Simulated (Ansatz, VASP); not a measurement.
## CuO in VASP and in Ansatz

```
Cu O
1.0
     2.04436   -2.04231    0.15961
     2.04436    2.04231    0.15961
    -0.39732    0.00000    5.07650
Cu O
2 2
Direct
  0.00000 0.50000 0.00000
  0.50000 0.00000 0.50000
  0.50004 0.49996 0.25000
  0.49996 0.50004 0.75000
```

Alike in both runs: functional PBEsol; k mesh 16 × 16 × 8; occupations gaussian, width 0.1 eV; no spin polarisation.

Ansatz relaxed the structure, and its values are those at the end. VASP's run is a single point on that final structure, the one shown.

|  | VASP | Ansatz |
| --- | --- | --- |
| version | VASP 6.6.1 | Ansatz 0.2.0 |
| potentials or method | VASP PAW PBE potentials, release 64 (Cu, O), cutoff 520 eV | scalar-relativistic, plane waves, PAW |
| valence electrons in the cell | 34 | 50 |

Ansatz gave:

| Item | Value |
| --- | --- |
| gap on the k mesh at the Fermi level (eV) | none |
| pressure (GPa) | 0.0 |

Problem. What did VASP give for the same quantities?

Solution. gap on the k mesh at the Fermi level (eV): none; pressure (GPa): 0.8.

VASP's potentials were made for PBE, not for PBEsol. A gap of «none» marks a metal or a gap that the smearing closes. VASP's potentials hold 34 valence electrons a cell and Ansatz's 50, so a difference there can come from the potentials and not from the codes.
